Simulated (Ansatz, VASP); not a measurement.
# CaO in VASP and in Ansatz

INCAR

```
PREC     = Accurate       # precision mode
ENCUT    = 520            # plane-wave cutoff, eV
EDIFF    = 1E-6           # SCF threshold, eV
ISMEAR   = 0              # smearing method
SIGMA    = 0.05           # smearing width, eV
LREAL    = F              # projectors in reciprocal space
LASPH    = T              # aspherical terms in the spheres
NELM     = 80             # most SCF steps
ALGO     = Normal         # electronic algorithm
ISIF     = 2              # what is computed and relaxed
LWAVE    = F              # write WAVECAR
LCHARG   = T              # write CHGCAR
GGA      = PE             # functional
LELF     = T              # ELF
LVHAR    = T            
NBANDS   = 24             # bands
```

Contents of KPOINTS:

```
regular mesh
0
Gamma
  9 9 6
```

File POSCAR:

```
CaO
1.0
    3.9158818810      0.0000000000      0.0000000000
   -1.9579409405      3.3912531872      0.0000000000
    0.0000000000      0.0000000000      4.8940691749
Ca O
2 2
Direct
    0.3333333333      0.6666666667      0.7500000000
    0.6666666667      0.3333333333      0.2500000000
    0.3333333333      0.6666666667      0.2500000000
    0.6666666667      0.3333333333      0.7500000000
```

Input for Ansatz:

```yaml
crystal:
  lattice:
    - [3.915881881, 0.0, 0.0]
    - [-1.9579409405, 3.3912531872, 0.0]
    - [0.0, 0.0, 4.8940691749]
  atoms:
    - { symbol: Ca, position: [0.3333333333, 0.6666666667, 0.75] }
    - { symbol: Ca, position: [0.6666666667, 0.3333333333, 0.25] }
    - { symbol: O, position: [0.3333333333, 0.6666666667, 0.25] }
    - { symbol: O, position: [0.6666666667, 0.3333333333, 0.75] }
basis:
  ecutwfc: 520.0
kpoints:
  mp_grid: { grid: [9, 9, 6] }
hamiltonian:
  xc: pbe
scf:
  occupations: { method: gaussian, width: 0.05 }
output:
  forces: true
  stress: true
  eigenvalues: true
```

Alike in both runs: task single point; functional PBE; k mesh 9 × 9 × 6; occupations gaussian, width 0.05 eV; no spin polarisation.

|  | VASP | Ansatz |
| --- | --- | --- |
| version | VASP 6.6.1 | Ansatz 0.2.0 |
| potentials or method | VASP PAW PBE potentials, release 64 (Ca_sv, O), cutoff 520 eV | scalar-relativistic, plane waves, PAW |
| valence electrons in the cell | 32 | 32 |

|  | VASP | Ansatz | Ansatz less VASP |
| --- | --- | --- | --- |
| gap on the k mesh at the Fermi level (eV) | 3.32 | 3.33 | +0.012 |
| least direct gap on the mesh (eV) | 3.32 | 3.33 | +0.012 |
| pressure (GPa) | 3.0 | 2.5 | -0.52 |
| traceless stress, the component that is largest in VASP (GPa) | -3.48 | -3.34 | +0.139 |

With one functional, cell and mesh, what is left measures potentials, basis and numerics.
